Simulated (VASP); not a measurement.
AlRu (rocksalt type), 2 atoms in the cell. It takes space group Fm-3m (No. 225, cubic). The conventional cell has a = 5.072 Å, b = 5.072 Å, c = 5.072 Å, α = 90.00°, β = 90.00°, γ = 90.00°. Within 3.3 Å of Ru (site symmetry m-3m) lie 6 Al at 2.54 Å. Al (site symmetry m-3m) has 6 Ru at 2.54 Å within 3.3 Å. 

| Property | Result |
| --- | --- |
| Program | VASP 6.6.1 |
| Task | relaxation of cell and atoms |
| Functional | r2SCAN |
| Potentials or basis | VASP PAW PBE potentials, release 64 (Ru_pv, Al) |
| Cutoff | 600 eV |
| k mesh | 13 × 13 × 13 |
| Occupations | fermi-dirac, width 0.05 eV |
| Spin | no spin polarisation |
| Dipole correction | no |
| Further INCAR settings | ALGO = Normal; EDIFF = 1e-06; IBRION = 2; EDIFFG = -0.005; NSW = 60; ISIF = 3 |

Potentials or basis: VASP PAW PBE potentials, release 64 (Ru_pv, Al).

Run with:

```sh
$ cat potpaw_PBE.64/Ru_pv/POTCAR potpaw_PBE.64/Al/POTCAR > POTCAR
$ cp INCAR.step1 INCAR
$ mpirun -np 1 vasp_std > vasp.out
$ cp INCAR.step2 INCAR
$ mpirun -np 1 vasp_std > vasp.out
```

Hardware: 1 thread of Intel(R) Xeon(R) 6975P-C (Granite Rapids), with other jobs on the host.

How long does it take, and how much memory?

It took 5.2 min on 1 thread of Intel(R) Xeon(R) 6975P-C (Granite Rapids), on a shared host, peak memory 0.22 GiB. Counts: k points 84, ion steps 6.
